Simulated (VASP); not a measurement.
Here is a VASP 6.6.1 calculation.

Contents of POSCAR:

```
Ge
1.0
    3.9956487014      0.0000000000      0.0000000000
   -1.9978243507      3.4603332800      0.0000000000
    0.0000000000      0.0000000000      6.4046296298
Ge
4
Direct
    0.6666666667      0.3333333333      0.0629814339
    0.3333333333      0.6666666667      0.5629814339
    0.6666666667      0.3333333333      0.4370185661
    0.3333333333      0.6666666667      0.9370185661
```

Contents of INCAR.step1:

```
PREC = Accurate ; ENCUT = 520
ISMEAR = 0 ; SIGMA = 0.03
LREAL = F ; LASPH = T
NELM = 60 ; NBANDS = 36
GGA = PE ; ALGO = Normal
EDIFF = 1E-4 ; LWAVE = T
LCHARG = F
```

Contents of INCAR.step2:

```
PREC = Accurate ; ENCUT = 520
EDIFF = 1E-6 ; ISMEAR = 0
SIGMA = 0.03 ; LREAL = F
LASPH = T ; NELM = 60
ALGO = Normal ; ISIF = 2
LWAVE = F ; LCHARG = T
METAGGA = R2SCAN ; LMIXTAU = T
LELF = T ; LVHAR = T
NBANDS = 36 ; ISTART = 1
```

The input KPOINTS:

```
regular mesh
0
Gamma
  12 12 6
```

Potentials or basis: VASP PAW PBE potentials, release 64 (Ge_d).

The run is started by

```console
$ cat potpaw_PBE.64/Ge_d/POTCAR > POTCAR
$ cp INCAR.step1 INCAR
$ mpirun -np 1 vasp_std > vasp.out
$ cp INCAR.step2 INCAR
$ mpirun -np 1 vasp_std > vasp.out
```

Question: What does it give for the pressure?

Answer: 2.5 GPa.

Question: Estimate the largest force.

Answer: 0.326 eV/Å.

Question: Estimate the band gap on the k mesh.

Answer: Zero (bands 28 and 29 overlap by 0.06 eV).

Stress tensor (GPa, compression positive):
```
0.37 0.00 0.00
0.00 0.37 0.00
0.00 0.00 6.89
```

Caveat: the cell differs from its parent crystal (strain +0.000 along x and y, -0.030 along z); the stress differs along the axes, from 0 to 7 GPa; semilocal functionals underestimate gaps, and a narrow one can read as zero; the PAW data sets were made with another functional, which shifts forces and pressure a little.
